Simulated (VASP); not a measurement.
Set up this calculation in VASP 6.6.1, as the native input.

| Quantity | Value |
| --- | --- |
| Task | single point |
| Functional | PBE |
| Potentials or basis | VASP PAW PBE potentials, release 64 (C, Sr_sv) |
| Cutoff | 520 eV |
| k mesh | 6 × 6 × 6 |
| Occupations | fermi-dirac, width 0.02 eV |
| Spin | no spin polarisation |
| Dipole correction | no |
| Further INCAR settings | ALGO = Normal; EDIFF = 1e-06; NBANDS = 19 |

The structure of Sr2C lies in POSCAR:

```
Sr2C
1.0
    0.0000000000      3.3700854238      3.3700854238
    3.3700854238      0.0000000000      3.3700854238
    3.3700854238      3.3700854238      0.0000000000
C Sr
1 2
Direct
    0.0000000000      0.0000000000      0.0000000000
    0.2500000000      0.2500000000      0.2500000000
    0.7500000000      0.7500000000      0.7500000000
```

These files were run (other wordings do the same):

INCAR

```
SYSTEM = Sr2C
PREC = Accurate ; ENCUT = 520
EDIFF = 1E-6 ; ISMEAR = -1
SIGMA = 0.02 ; LREAL = .FALSE.
LASPH = .TRUE. ; NELM = 80
ALGO = Normal ; ISIF = 2
LWAVE = .FALSE. ; LCHARG = .FALSE.
GGA = PE ; NBANDS = 19
```

KPOINTS

```
Automatic mesh
0
G
  6 6 6
  0 0 0
```

Potentials or basis: VASP PAW PBE potentials, release 64 (C, Sr_sv).

Command:

```console
$ cat potpaw_PBE.64/C/POTCAR potpaw_PBE.64/Sr_sv/POTCAR > POTCAR
$ mpirun -np 1 vasp_std > vasp.out
```

Results of the run:

- Pressure: 0.2 GPa
- Band gap on the k mesh: zero (bands 12 and 13 overlap by 0.12 eV)

Run time: 21 s on 1 thread of AMD EPYC 9R14 (Zen 4), on a shared host, peak memory 0.18 GiB.
